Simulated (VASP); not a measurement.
Crystal: Mo.

```
Mo
1.0
     4.44943    0.00000    0.00000
    -2.22472    3.85332    0.00000
     0.00000    0.00000    2.72750
Mo
3
Cartesian
  0.0000 0.0000 0.0000
  0.0000 2.5689 1.3638
  2.2247 1.2844 1.3638
```

```yaml
Program: VASP 6.6.1
Task: relaxation of cell and atoms
Functional: PBEsol
Potentials_or_basis: VASP PAW PBE potentials, release 64 (Mo_sv)
Cutoff: 600 eV
k_mesh: 8 × 8 × 11
Occupations: fermi-dirac, width 0.1 eV
Spin: no spin polarisation
```

At the start: pressure 0.7 GPa; volume 15.59 Å³/atom.

How do energy, volume and symmetry change on relaxing?

Over 7 steps the energy falls by 108.8 meV/atom and the volume is 15.66 Å³/atom (+0.4 %); space group P6/mmm (No. 191, to 0.05 Å).

Step by step:
| step | energy change (eV) | largest force (eV/Å) | pressure (GPa) | volume (Å³) |
| --- | --- | --- | --- | --- |
| 1 | 0.0000 | 0.0000 | 0.73 | 46.76 |
| 2 | -0.3235 | 0.0000 | -0.79 | 47.09 |
| 3 | -0.3260 | 0.0000 | -0.70 | 47.09 |
| 4 | -0.3261 | 0.0000 | -0.67 | 47.10 |
| 5 | -0.3245 | 0.0000 | 1.81 | 46.65 |
| 6 | -0.3264 | 0.0000 | -0.02 | 46.98 |
| 7 | -0.3264 | 0.0000 | -0.02 | 46.97 |

Final structure:
```
Mo
1.0
     4.62154    0.00000    0.00000
    -2.31077    4.00237    0.00000
     0.00000    0.00000    2.53925
Mo
3
Direct
  0.00000 0.00000 0.00000
  0.33333 0.66667 0.50000
  0.66667 0.33333 0.50000
```

Caveat: the PAW data sets were made with another functional, which shifts forces and pressure a little.
